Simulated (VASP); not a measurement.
# TePbI6 (R-3) in VASP: a series of runs, part 2 of 2

VASP 6.6.1. Earlier steps stand in the parts before.

## 3. Single point, r2SCAN+rVV10

This run uses another cell than the first one, of 39.11 Å³/atom.

The input, POSCAR:

```
TePbI6
1.0
    4.8088791261      2.7764076579      3.9054142009
   -4.8088791261      2.7764076579      3.9054142009
    0.0000000000     -5.5528153159      3.9054142009
Te Pb I
1 1 6
Direct
    0.0000000000      0.0000000000      0.0000000000
    0.5000000000      0.5000000000      0.5000000000
    0.6134459369      0.2661639572      0.1056973472
    0.2661639572      0.1056973472      0.6134459369
    0.8943026528      0.3865540631      0.7338360428
    0.7338360428      0.8943026528      0.3865540631
    0.3865540631      0.7338360428      0.8943026528
    0.1056973472      0.6134459369      0.2661639572
```

The input, INCAR.step1:

```
SYSTEM = TePbI6
ALGO = Normal ; EDIFF = 1E-4
ENCUT = 520 ; GGA = PE
ISMEAR = -1 ; LASPH = .TRUE.
LCHARG = .FALSE. ; LREAL = .FALSE.
LWAVE = .TRUE. ; NBANDS = 41
NELM = 60 ; PREC = Accurate
SIGMA = 0.03
```

The input, INCAR.step2:

```
SYSTEM = TePbI6
ALGO = Normal ; BPARAM = 11.95
CPARAM = 0.0093 ; EDIFF = 1E-7
ENCUT = 520 ; ISIF = 2
ISMEAR = -1 ; ISTART = 1
IVDW_NL = 2 ; LASPH = .TRUE.
LCHARG = .FALSE. ; LMIXTAU = .TRUE.
LREAL = .FALSE. ; LUSE_VDW = .TRUE.
LWAVE = .FALSE. ; METAGGA = R2SCAN
NBANDS = 41 ; NELM = 60
PREC = Accurate ; SIGMA = 0.03
```

The input, KPOINTS:

```
k-points
0
G
  4 4 4
  0 0 0
```

Potentials or basis: VASP PAW PBE potentials, release 64 (Te, Pb_d, I).

The run is started by

```console
> cat potpaw_PBE.64/Te/POTCAR potpaw_PBE.64/Pb_d/POTCAR potpaw_PBE.64/I/POTCAR > POTCAR
> cp INCAR.step1 INCAR
> mpirun -np 1 vasp_std > vasp.out
> cp INCAR.step2 INCAR
> mpirun -np 1 vasp_std > vasp.out
```

OUTCAR:

```text
SYSTEM = TePbI6
   BPARAM = 11.95
   EDIFF = 1E-7
   ENCUT = 520
   ISIF = 2
   ISMEAR = -1
   ISTART = 1
   IVDW_NL = 2
   LASPH = .TRUE.
   LREAL = .FALSE.
   METAGGA = R2SCAN
   NELM = 60
   PREC = Accurate

 ion  position               nearest neighbor table
   1  0.000  0.000  0.000-   4 3.27   6 3.27   5 3.27   8 3.27   7 3.27   3 3.27
   2  0.500  0.500  0.500-   4 3.20   6 3.20   3 3.20   7 3.20   5 3.20   8 3.20
   3  0.613  0.266  0.106-   2 3.20   1 3.27   5 3.27   6 3.27
   4  0.266  0.106  0.613-   2 3.20   1 3.27   7 3.27   5 3.27
   5  0.894  0.387  0.734-   2 3.20   1 3.27   3 3.27   4 3.27
   6  0.734  0.894  0.387-   2 3.20   1 3.27   3 3.27   8 3.27
   7  0.387  0.734  0.894-   2 3.20   1 3.27   8 3.27   4 3.27
   8  0.106  0.613  0.266-   2 3.20   1 3.27   7 3.27   6 3.27

  LATTYP: Found a trigonal (rhomboedric) cell.
 ALAT       =     6.7886683534
 COS(alpha) =    -0.0035719920

  Lattice vectors:

 A1 = (   4.8088791261,   2.7764076579,   3.9054142009)
 A2 = (  -4.8088791261,   2.7764076579,   3.9054142009)
 A3 = (   0.0000000000,  -5.5528153159,   3.9054142009)

Analysis of symmetry for initial positions (statically):
[... 180 lines left out ...]
 Fermi energy:         3.2883861452

 k-point     1 :       0.0000    0.0000    0.0000
  band No.  band energies     occupation
      1     -13.9228      2.00000
      2     -13.9228      2.00000
      3     -13.8777      2.00000
      4     -13.8777      2.00000
      5     -13.8687      2.00000
      6     -10.3903      2.00000
[... 605 lines left out ...]
     40       9.4348      0.00000
     41      10.0607      0.00000

------------------------ aborting loop because EDIFF is reached ----------------------------------------

  FORCE on cell =-STRESS in cart. coord.  units (eV):
  Direction    XX          YY          ZZ          XY          YZ          ZX
  --------------------------------------------------------------------------------------
  -------------------------------------------------------------------------------------
  Total        0.2640489      0.2640489      0.2038919      0.0000001     -0.0000000      0.0000000
  in kB        1.3522267      1.3522267      1.0441556      0.0000007     -0.0000000      0.0000000
  external PRESSURE =       1.2495363 kB  Pullay stress =       0.0000000 kB

 VOLUME and BASIS-vectors are now :
 -----------------------------------------------------------------------------
  energy-cutoff  :      520.00
  volume of cell :      312.86
      direct lattice vectors                 reciprocal lattice vectors
     4.808879126  2.776407658  3.905414201     0.103974333  0.060029609  0.085351596
    -4.808879126  2.776407658  3.905414201    -0.103974333  0.060029609  0.085351596
     0.000000000 -5.552815316  3.905414201     0.000000000 -0.120059218  0.085351596

 POSITION                                       TOTAL-FORCE (eV/Angst)
 -----------------------------------------------------------------------------------
      0.00000      0.00000      0.00000         0.000000      0.000000     -0.000000
      0.00000     -0.00000      5.85812         0.000000      0.000000     -0.000000
      1.67004      1.85524      3.84803        -0.000742     -0.000102     -0.005533
      0.77166     -2.37391      3.84803         0.000283      0.000694     -0.005533
      2.44170     -0.51868      7.86821        -0.000459      0.000591      0.005533
     -0.77166      2.37391      7.86821        -0.000283     -0.000694      0.005533
     -1.67004     -1.85524      7.86821         0.000742      0.000102      0.005533
     -2.44170      0.51868      3.84803         0.000459     -0.000591     -0.005533
 -----------------------------------------------------------------------------------
    total drift:                                0.000000      0.000000     -0.000000

  FREE ENERGIE OF THE ION-ELECTRON SYSTEM (eV)
  ---------------------------------------------------
  free  energy   TOTEN  =      -227.1687120577 eV

  energy  without entropy=     -227.1649178821  energy(sigma->0) =     -227.16681497
```

Run time: 12 min. Hardware: 1 thread of Intel Xeon Platinum 8259CL at 2.50GHz (Skylake/Cascade Lake), shared host; peak memory 0.91 GiB.

What came out:

```yaml
Free_energy: -227.1687 eV
Pressure: 0.1 GPa
Largest_force: 0.006 eV/Å
Band_gap_on_the_k_mesh: zero (bands 31 and 32 overlap by 0.04 eV)
```

Forces on the atoms (eV/Å):
```
Te   0.000  0.000  0.000
Pb   0.000  0.000  0.000
I   -0.001  0.000 -0.006
I    0.000  0.001 -0.006
I    0.000  0.001  0.006
I    0.000 -0.001  0.006
I    0.001  0.000  0.006
I    0.000 -0.001 -0.006
```

Caveat: the PAW data sets were made with another functional, which shifts forces and pressure a little; spin-orbit coupling is left out, which moves the levels of the heavy elements.
